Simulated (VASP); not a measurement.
# Mo (Im-3m) in VASP: notebook, part 2 of 2

VASP 6.6.1.

## Step 4: Single point, PBE

INCAR

```
SYSTEM = Mo
PREC = Accurate ; ENCUT = 500
EDIFF = 1E-6 ; ISMEAR = -1
SIGMA = 0.15 ; LREAL = .FALSE.
LASPH = .TRUE. ; NELM = 120
ALGO = Normal ; ISIF = 2
LWAVE = .FALSE. ; LCHARG = .TRUE.
GGA = PE ; LELF = .TRUE.
LVHAR = .TRUE. ; NBANDS = 13
GGA_COMPAT = .FALSE.
```

KPOINTS

```
Automatic mesh
0
G
  20 20 20
  0 0 0
```

POSCAR

```
Mo
1.0
   -1.5125439150      1.5125439150      1.5125439150
    1.5125439150     -1.5125439150      1.5125439150
    1.5125439150      1.5125439150     -1.5125439150
Mo
1
Direct
    0.0000000000      0.0000000000      0.0000000000
```

Potentials or basis: VASP PAW PBE potentials, release 64 (Mo_sv).

Command:

```console
cat potpaw_PBE.64/Mo_sv/POTCAR > POTCAR
mpirun -np 1 vasp_std > vasp.out
```

OUTCAR:

```text
SYSTEM = Mo
   PREC = Accurate
   ENCUT = 500
   EDIFF = 1E-6
   ISMEAR = -1
   LREAL = .FALSE.
   LASPH = .TRUE.
   NELM = 120
   ISIF = 2
   GGA = PE

 ion  position               nearest neighbor table
   1  0.000  0.000  0.000-

  LATTYP: Found a body centered cubic cell.
 ALAT       =     3.0250878300

  Lattice vectors:

 A1 = (  -1.5125439150,   1.5125439150,   1.5125439150)
 A2 = (   1.5125439150,  -1.5125439150,   1.5125439150)
 A3 = (   1.5125439150,   1.5125439150,  -1.5125439150)

Analysis of symmetry for initial positions (statically):
=====================================================================
 Subroutine PRICEL returns:
 Original cell was already a primitive cell.

 Routine SETGRP: Setting up the symmetry group for a
 body centered cubic supercell.

 Subroutine GETGRP returns: Found 48 space group operations
 (whereof 48 operations were pure point group operations)
 out of a pool of 48 trial point group operations.

The static configuration has the point symmetry O_h .

Analysis of symmetry for dynamics (positions and initial velocities):
=====================================================================
 Subroutine PRICEL returns:
 Original cell was already a primitive cell.

 Routine SETGRP: Setting up the symmetry group for a
 body centered cubic supercell.

 Subroutine GETGRP returns: Found 48 space group operations
 (whereof 48 operations were pure point group operations)
 out of a pool of 48 trial point group operations.

The dynamic configuration has the point symmetry O_h .

 Subroutine INISYM returns: Found 48 space group operations
 (whereof 48 operations are pure point group operations),
 and found     1 'primitive' translations

----------------------------------------------------------------------------------------

[... 114 lines left out ...]
   LORBIT       =      0    0 simple, 1 ext, 2 COOP (PROOUT), +10 PAW based schemes
   GGA     = PE    functional components
   LHFCALC =     F    Hartree Fock is set to
   AEXX    =    0.0000 exact exchange contribution
   IVDW    =     0    specifies the selected vdW correction
   LEPSILON=     F    determine dielectric tensor
   LRPA    =     F    only Hartree local field effects (RPA)
 non-spin polarized calculation
  energy-cutoff  :      500.00
  volume of cell :       13.84
 maximum number of plane-waves:       370
   NGX =  9   NGY =  9   NGZ =  9

 number of electron      14.0000004 magnetization

 Free energy of the ion-electron system (eV)
  ---------------------------------------------------
  ext. energy  EPLUGINS =         0.00000000
  ---------------------------------------------------
  free energy    TOTEN  =       -10.70559328 eV

  energy without entropy =      -10.66034311  energy(sigma->0) =      -10.68296820

 E-fermi :  14.6790     XC(G=0): -14.0892

 val. band max:       14.6699596779   @ k =  -0.2500   0.3000   0.1000
 cond. band min:      14.6908512270   @ k =  -0.2500   0.3500   0.1000
 fundamental gap:      0.0208915491
 Fermi energy:        14.6789657794

 k-point     1 :       0.0000    0.0000    0.0000
  band No.  band energies     occupation
      1     -46.6800      2.00000
      2     -19.6018      2.00000
      3     -19.6018      2.00000
      4     -19.6018      2.00000
      5       7.0684      2.00000
      6      13.0319      1.99997
      7      13.0319      1.99997
      8      13.0319      1.99997
      9      16.5347      0.00001
     10      16.5347      0.00001
     11      29.6330      0.00000
     12      29.6330      0.00000
     13      29.6330      0.00000
[... 354 lines left out ...]
  band No.  band energies     occupation
      1     -46.3853      2.00000
      2     -20.9914      2.00000
      3     -20.0525      2.00000
      4     -19.6879      2.00000
      5       9.5171      2.00000
      6      11.3855      2.00000
      7      12.9236      1.99998
      8      15.8168      0.00101
      9      17.1798      0.00000
     10      17.7355      0.00000
     11      29.6013      0.00000
     12      31.4553      0.00000
     13      35.2044      0.00000

 [... further k-points ...]

------------------------ aborting loop because EDIFF is reached ----------------------------------------

  FORCE on cell =-STRESS in cart. coord.  units (eV):
  Direction    XX          YY          ZZ          XY          YZ          ZX
  --------------------------------------------------------------------------------------
  -------------------------------------------------------------------------------------
  Total        3.9647176      3.9647176      3.9647176      0.0000000      0.0000000      0.0000000
  in kB      458.9219918    458.9219918    458.9219918      0.0000000      0.0000000      0.0000000
  external PRESSURE =     458.9219918 kB  Pullay stress =       0.0000000 kB

 VOLUME and BASIS-vectors are now :
 -----------------------------------------------------------------------------
  energy-cutoff  :      500.00
  volume of cell :       13.84
      direct lattice vectors                 reciprocal lattice vectors
    -1.512543915  1.512543915  1.512543915     0.000000000  0.330568914  0.330568914
     1.512543915 -1.512543915  1.512543915     0.330568914  0.000000000  0.330568914
     1.512543915  1.512543915 -1.512543915     0.330568914  0.330568914  0.000000000

 POSITION                                       TOTAL-FORCE (eV/Angst)
 -----------------------------------------------------------------------------------
      0.00000      0.00000      0.00000         0.000000     -0.000000      0.000000
 -----------------------------------------------------------------------------------
    total drift:                                0.000000      0.000000      0.000000

  FREE ENERGIE OF THE ION-ELECTRON SYSTEM (eV)
  ---------------------------------------------------
  free  energy   TOTEN  =       -10.7055932795 eV

  energy  without entropy=      -10.6603431117  energy(sigma->0) =      -10.68296820
```

Run time: 25 s. Hardware: 1 thread of Intel Xeon Platinum 8488C (Sapphire Rapids), shared host; peak memory 0.15 GiB.

Results:

```
Free energy            : -10.7056 eV
Pressure               : 45.9 GPa
Band gap on the k mesh : zero (bands 7 and 8 overlap by 6.35 eV)
```

Levels at points of the mesh, in eV from the Fermi level:
| k point | band 3 | band 4 | band 5 | band 6 | band 7 | band 8 | band 9 | band 10 | band 11 | band 12 |
| --- | --- | --- | --- | --- | --- | --- | --- | --- | --- | --- |
| (0.00, 0.00, 0.00) | -34.28 | -34.28 | -7.61 | -1.65 | -1.65 | -1.65 | 1.86 | 1.86 | 14.95 | 14.95 |
| (0.50, 0.00, 0.00) | -34.92 | -34.31 | -6.13 | -4.05 | 1.97 | 2.16 | 2.71 | 5.64 | 12.16 | 13.65 |
| (0.50, 0.50, 0.50) | -35.66 | -35.66 | -6.48 | -6.48 | 4.70 | 4.70 | 4.70 | 10.06 | 10.06 | 10.06 |

Caveat: the cell stands under pressure.

## Step 5: Relaxation of cell and atoms, PBE, target pressure 45 GPa, at which the enthalpy is minimised

INCAR

```
ALGO = Normal
EDIFF = 1E-7
EDIFFG = -0.002
ENCUT = 500
GGA = PE
GGA_COMPAT = False
IBRION = 2
ISIF = 3
ISMEAR = 0
LASPH = True
LCHARG = False
LREAL = False
LWAVE = False
NELM = 120
NELMIN = 4
NSW = 100
PREC = Accurate
PSTRESS = 450.0
SIGMA = 0.1
```

KPOINTS

```
k-points
0
Gamma
  20 20 20
```

POSCAR

```
Mo
1.0
   -1.5128816985      1.5128816985      1.5128816985
    1.5128816985     -1.5128816985      1.5128816985
    1.5128816985      1.5128816985     -1.5128816985
Mo
1
Direct
    0.0000000000      0.0000000000      0.0000000000
```

Command:

```console
cat potpaw_PBE.64/Mo_sv/POTCAR > POTCAR
mpirun -np 1 vasp_std > vasp.out
```

It took 40 s on 1 thread of Intel Xeon Platinum 8488C (Sapphire Rapids), shared host; peak memory 0.15 GiB.

Results (log left out):

* Free energy: -10.6918 eV
* Relaxed volume: 13.87 Å³/atom
* Relaxed cell: a = 2.621 Å, b = 2.621 Å, c = 2.621 Å, α = 109.47°, β = 109.47°, γ = 109.47°
* Space group after relaxing (to 0.1 Å): Im-3m (No. 229)
* Energy change on relaxing (the run minimises the enthalpy): -4.8 meV/atom
* Ionic steps: 3
* Pressure after relaxing: 45.0 GPa
* Band gap on the k mesh: zero (bands 7 and 8 overlap by 6.33 eV)

Step by step:
```csv
step,energy change (eV),largest force (eV/Å),pressure (GPa),volume (Å³)
1,0.0000,0.0000,45.53,13.85
2,-0.0255,0.0000,42.69,13.94
3,-0.0048,0.0000,45.01,13.87
```

Final structure:
```
Mo
1.0
    -1.51350    1.51350    1.51350
     1.51350   -1.51350    1.51350
     1.51350    1.51350   -1.51350
Mo
1
Cartesian
  0.0000 0.0000 0.0000
```

Levels at points of the mesh, in eV from the Fermi level:
```tsv
k point	band 5	band 6	band 7	band 8	band 9	band 10
(0.00, 0.00, 0.00)	-7.63	-1.67	-1.67	-1.67	1.83	1.83
(0.50, 0.00, 0.00)	-6.14	-4.07	1.94	2.13	2.67	5.60
(0.50, 0.50, 0.50)	-6.49	-6.49	4.66	4.66	4.66	10.02
```

Caveat: the cell is relaxed towards a set pressure, so the run minimises the enthalpy, not the energy.

## Step 6: Overview

| task | cell | k mesh | smearing | gap on the mesh (eV) | pressure (GPa) |
| --- | --- | --- | --- | --- | --- |
| single point | a = 2.620 Å, angles 109.5°, 1 atom | 18 × 18 × 18 | gaussian 0.1 eV | none | 45.9 |
| single point | a = 2.620 Å, angles 109.5°, 1 atom | 20 × 20 × 20 | gaussian 0.1 eV | none | 45.9 |
| single point | a = 2.620 Å, angles 109.5°, 1 atom | 20 × 20 × 20 | fermi-dirac 0.15 eV | none | 45.9 |
| relaxation of cell and atoms | relaxed to 45 GPa from a = 2.620 Å, angles 109.5°, 1 atom | 20 × 20 × 20 | gaussian 0.1 eV | none | 45.0 |

Alike in all rows: level PBE; potentials or basis VASP PAW PBE potentials, release 64 (Mo_sv); no spin polarisation; cutoff (eV) 500.

Caveats: the cell stands under pressure (at least some runs); the cell is relaxed towards a set pressure, so the run minimises the enthalpy, not the energy (at least some runs).

Total energies depend on the potentials used, so only differences within one code and one set of settings carry meaning.
